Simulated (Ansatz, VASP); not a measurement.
# One calculation of Mn2RuSe4, two programs

```xyz
7
Lattice="6.9288 0.0000 0.0000 0.0000 6.9288 0.0000 0.0000 0.0000 4.4919" Properties=species:S:1:pos:R:3 pbc="T T T"
Mn    3.4644    3.4644    0.0000
Mn    0.0000    0.0000    2.2459
Ru    3.4644    3.4644    2.2459
Se    2.2472    0.0000    2.2459
Se    4.6816    0.0000    2.2459
Se    0.0000    2.2472    2.2459
Se    0.0000    4.6816    2.2459
```

Alike in both runs: functional PBE; k mesh 2 × 2 × 3; occupations gaussian, width 0.15 eV; collinear spin.

Ansatz relaxed the structure, and its values are those at the end. VASP's run is a single point on that final structure, the one shown.

|  | VASP | Ansatz |
| --- | --- | --- |
| version | VASP 6.6.1 | Ansatz 0.2.0 |
| potentials or method | VASP PAW PBE potentials, release 64 (Mn_pv, Ru_pv, Se), cutoff 520 eV | scalar-relativistic, plane waves, PAW |
| valence electrons in the cell | 64 | 110 |

|  | VASP | Ansatz | Ansatz less VASP |
| --- | --- | --- | --- |
| gap on the k mesh at the Fermi level (eV) | none | none | - |
| pressure (GPa) | 0.6 | 0.5 | -0.11 |
| rms of the force components (eV/Å) | 0.026 | 0.022 | -0.0046 |
| net moment per atom (μB) | 0.87 | 0.87 | 0.000 |
| size of the moment on the site where the two differ most (μB) | 3.72 | 3.44 | -0.285 |

Site moments also hang on the region over which each program counts them. A gap of «none» marks a metal or a gap that the smearing closes. VASP's potentials hold 64 valence electrons a cell and Ansatz's 110, so a difference there can come from the potentials and not from the codes.

The k mesh is coarse, so the values compare programs but aren't converged.
